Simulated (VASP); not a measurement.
Input of a VASP 6.6.1 run:

Contents of INCAR:

```
ALGO = Normal ; EDIFF = 1E-6
ENCUT = 520 ; GGA = PS
ISIF = 2 ; ISMEAR = 0
LASPH = True ; LCHARG = False
LREAL = False ; LWAVE = False
NBANDS = 14 ; NELM = 60
PREC = Accurate ; SIGMA = 0.15
```

KPOINTS

```
k-points
0
Gamma
  16 16 16
```

File POSCAR:

```
HfN
1.0
    0.0000000000      2.5161925500      2.5775631000
    2.5161925500      0.0000000000      2.5775631000
    2.5161925500      2.5161925500      0.0000000000
Hf N
1 1
Direct
    0.0000000000      0.0000000000      0.0000000000
    0.7500000000      0.7500000000      0.7500000000
```

Potentials or basis: VASP PAW PBE potentials, release 64 (Hf_pv, N).

Command:

```sh
$ cat potpaw_PBE.64/Hf_pv/POTCAR potpaw_PBE.64/N/POTCAR > POTCAR
$ mpirun -np 1 vasp_std > vasp.out
```

Task: Predict the pressure.

Result: -20.6 GPa.

Stress tensor (GPa, compression positive):
```
-19.35   0.00   0.00
  0.00 -19.35   0.00
  0.00   0.00 -23.08
```

Caveat: the cell differs from its parent crystal (strain +0.025 along x and y, +0.050 along z); the PAW data sets were made with another functional, which shifts forces and pressure a little.
